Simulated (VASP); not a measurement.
Set up this calculation in VASP 6.6.1, as the native input.

```yaml
Task: single point
Functional: PBE
Dispersion: D3(BJ)
Potentials_or_basis: VASP PAW PBE potentials, release 64 (Te, Mo_sv)
Cutoff: 520 eV
k_mesh: 9 × 9 × 1
Occupations: gaussian, width 0.02 eV
Spin: no spin polarisation
Dipole_correction: yes
Further_INCAR_settings: ALGO = Normal; EDIFF = 1e-07; NBANDS = 20
```

The structure of Te2Mo lies in POSCAR:

```
Te2Mo
1.0
    3.5970000000      0.0000000000      0.0000000000
   -1.7985000000      3.1150933774      0.0000000000
    0.0000000000      0.0000000000     33.2698832047
Te Mo
2 1
Direct
    0.3333333333      0.6666666667      0.4472796466
    0.3333333333      0.6666666667      0.5527203534
    0.6666666667      0.3333333333      0.5000000000
```

One way to write it, as run:

INCAR

```
PREC = Accurate
ENCUT = 520
EDIFF = 1E-7
ISMEAR = 0
SIGMA = 0.02
LREAL = F
LASPH = T
NELM = 80
ALGO = Normal
ISIF = 2
LWAVE = F
LCHARG = F
LDIPOL = T
IDIPOL = 3
DIPOL = 0.5 0.5 0.500
GGA = PE
IVDW = 12
NBANDS = 20
```

KPOINTS

```
regular mesh
0
Gamma
  9 9 1
```

Potentials or basis: VASP PAW PBE potentials, release 64 (Te, Mo_sv).

Launch:

```bash
$ cat potpaw_PBE.64/Te/POTCAR potpaw_PBE.64/Mo_sv/POTCAR > POTCAR
$ mpirun -np 1 vasp_std > vasp.out
```

It gave:

```json
{
  "Largest force": "0.424 eV/Å",
  "Band gap on the k mesh": "0.94 eV, direct",
  "Dispersion energy per atom": "-0.385 eV"
}
```

Caveat: spin-orbit coupling is left out, which moves the levels of the heavy elements.

Wall time 2.5 min on 1 thread of AMD EPYC 9R45 (Zen 5) (shared host), peak memory 0.44 GiB.
